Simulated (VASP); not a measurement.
A run of VASP 6.6.1:

The input INCAR:

```
SYSTEM = TiSi16
  ALGO = Normal
  EDIFF = 1E-6
  ENCUT = 520
  GGA = PE
  ISIF = 2
  ISMEAR = -1
  LASPH = .True.
  LCHARG = .False.
  LREAL = Auto
  LWAVE = .False.
  NBANDS = 52
  NELM = 60
  PREC = Accurate
  SIGMA = 0.05
```

The input KPOINTS:

```
k-points
0
Gamma
  2 2 2
  0 0 0
```

File POSCAR:

```
TiSi16
1.0
    0.0000000000      5.4300000000      5.4300000000
    5.4300000000      0.0000000000      5.4300000000
    5.4300000000      5.4300000000      0.0000000000
Si Ti
16 1
Direct
   -0.0000241735      0.0000024840     -0.0000360502
    0.1210884359      0.1207933328      0.1210949677
   -0.0032105931     -0.0040373947      0.5035989628
    0.1210703933      0.1209124047      0.6369889788
   -0.0032505069      0.5032172094     -0.0032157567
    0.1210769540      0.6369309425      0.1210889376
   -0.0032518873      0.5034662659      0.5034476968
    0.1296636905      0.6230729372      0.6238352987
    0.5035899980     -0.0040428038     -0.0031810422
    0.6369956361      0.1209043238      0.1210743497
    0.5037455554     -0.0039502734      0.5037392846
    0.6238122530      0.1288412208      0.6238395483
    0.5034349762      0.5034472133     -0.0032185979
    0.6238043259      0.6230690103      0.1296992355
    0.5002965628      0.4994848657      0.5003319842
    0.6237930076      0.6231336798      0.6238233108
    0.2501602722      0.2497034820      0.2501761916
```

Potentials or basis: VASP PAW PBE potentials, release 64 (Si, Ti_sv).

Launch:

```bash
$ cat potpaw_PBE.64/Si/POTCAR potpaw_PBE.64/Ti_sv/POTCAR > POTCAR
$ mpirun -np 1 vasp_std > vasp.out
```

Hardware: 1 thread of AMD EPYC 7R13, on a shared host.

Task: Estimate the wall time of this run.

Result: Wall time 10 min on 1 thread of AMD EPYC 7R13, with other jobs on the host, peak memory 0.47 GiB. Counts: scf iterations 16, k points 8.
